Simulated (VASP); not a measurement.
Runs of VASP 6.6.1 on Nb. The structure is that of space group P6_3/mmc (No. 194), or close to it. The cells are those of the table. 

```tsv
cell	k mesh	gap on the mesh (eV)	pressure (GPa)
a = 2.848, b = 2.848, c = 5.200 Å, angles 90.0, 90.0, 120.0°, 2 atoms	14 × 14 × 7	none	6.3
a = 2.887, b = 2.887, c = 5.271 Å, angles 90.0, 90.0, 120.0°, 2 atoms	20 × 20 × 10	none	-0.4
a = 2.808, b = 2.808, c = 5.127 Å, angles 90.0, 90.0, 120.0°, 2 atoms	14 × 14 × 7	none	(a)
a = 2.998, b = 2.998, c = 5.474 Å, angles 90.0, 90.0, 120.0°, 2 atoms	14 × 14 × 7	none	-14.3
a = 2.887, b = 2.887, c = 5.271 Å, angles 90.0, 90.0, 120.0°, 2 atoms	12 × 12 × 7	none	(b)
```

Alike in all rows: task single point; level RPBE; potentials or basis VASP PAW PBE potentials, release 64 (Nb_sv); no spin polarisation; cutoff (eV) 520; smearing fermi-dirac 0.1 eV.

Q: Estimate the missing entries.

A: (a) 14.5; (b) -0.3.

Caveats: the PAW data sets were made with another functional, which shifts forces and pressure a little.

A k mesh can miss the band edges, and the runs leave out spin-orbit coupling on Nb.

A gap of «none» marks levels without a gap at the run's occupations.
